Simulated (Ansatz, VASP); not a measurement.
## Two plane-wave programs on CuO

File POSCAR:

```
CuO
1.0
    3.1754955000      0.0000000000      0.0000000000
    0.0000000000      3.1754955000      0.0000000000
    0.0000000000      0.0000000000      4.6495318700
Cu O
2 2
Direct
    0.0000000000      0.0000000000      0.0000000000
    0.5000000000      0.5000000000      0.0000000000
    0.5000000000      0.0000000000      0.2670000000
    0.0000000000      0.5000000000      0.7330000000
```

File INCAR.step1:

```
ALGO = Normal ; EDIFF = 1E-4
ENCUT = 520 ; GGA = PE
ISMEAR = -1 ; LASPH = T
LCHARG = F ; LDAU = T
LDAUJ = 0 0 ; LDAUL = 2 -1
LDAUTYPE = 2 ; LDAUU = 5.3 0
LMAXMIX = 4 ; LREAL = F
LWAVE = T ; NBANDS = 25
NELM = 150 ; PREC = Accurate
SIGMA = 0.05
```

Contents of INCAR.step2:

```
ALGO = Normal ; EDIFF = 1E-7
ENCUT = 520 ; ISIF = 2
ISMEAR = -1 ; ISTART = 1
LASPH = T ; LCHARG = F
LDAU = T ; LDAUJ = 0 0
LDAUL = 2 -1 ; LDAUPRINT = 1
LDAUTYPE = 2 ; LDAUU = 5.3 0
LMAXMIX = 4 ; LMIXTAU = T
LREAL = F ; LWAVE = F
METAGGA = R2SCAN ; NBANDS = 25
NELM = 150 ; PREC = Accurate
SIGMA = 0.05
```

Contents of KPOINTS:

```
k-points
0
Gamma
  8 8 6
```

The input input.yaml:

```yaml
crystal:
  lattice:
    - [3.1754955, 0.0, 0.0]
    - [0.0, 3.1754955, 0.0]
    - [0.0, 0.0, 4.64953187]
  atoms:
    - { symbol: Cu, position: [0.0, 0.0, 0.0] }
    - { symbol: Cu, position: [0.5, 0.5, 0.0] }
    - { symbol: O, position: [0.5, 0.0, 0.267] }
    - { symbol: O, position: [0.0, 0.5, 0.733] }
hamiltonian:
  xc: r2scan
  pseudopotentials: { kind: paw }
  hubbard: { sites: [{ species: Cu, l: d, u_eff: 5.3 }] }
kpoints:
  mp_grid: { grid: [8, 8, 6] }
  band_path:
    path:
      - [[0.0, 0.0, 0.0], [0.0, 0.5, 0.0], [0.5, 0.5, 0.0], [0.0, 0.0, 0.0], [0.0, 0.0, 0.5], [0.0, 0.5, 0.5], [0.5, 0.5, 0.5], [0.0, 0.0, 0.5]]
      - [[0.0, 0.5, 0.0], [0.0, 0.5, 0.5]]
      - [[0.5, 0.5, 0.0], [0.5, 0.5, 0.5]]
    npoints: 14
scf:
  occupations: { method: fermi_dirac, width: 0.05 }
  n_extra_bands: 10
output:
  forces: true
  stress: true
  eigenvalues: true
  fatbands: false
```

Alike in both runs: functional r2SCAN; k mesh 8 × 8 × 6; occupations fermi-dirac, width 0.05 eV; no spin polarisation; Hubbard terms Cu d U = 5.3 eV.

```csv
,VASP,Ansatz
version,VASP 6.6.1,Ansatz 0.2.0
potentials or method,"VASP PAW PBE potentials, release 64 (Cu, O)",Ansatz PAW
plane-wave cutoff (eV),520,500
valence electrons in the cell,34,50
task,single point,band structure
```

Ansatz gave:

* gap on the k mesh at the Fermi level (eV): none
* pressure (GPa): 12.6
* traceless stress, the component that is largest in VASP (GPa): -22.87
* rms of the force components (eV/Å): 0.331

Problem. Estimate VASP's values.

Solution. gap on the k mesh at the Fermi level (eV): none; pressure (GPa): 5.6; traceless stress, the component that is largest in VASP (GPa): -22.86; rms of the force components (eV/Å): 0.660.

VASP's potentials were made for PBE, not for r2SCAN. The programs project onto different local orbitals, so the same U acts differently, and such runs can settle in different states. Atom by atom the forces differ by 0.329 eV/Å (rms over components). A gap of «none» marks a metal or a gap that the smearing closes. VASP's potentials hold 34 valence electrons a cell and Ansatz's 50, so a difference there can come from the potentials and not from the codes.
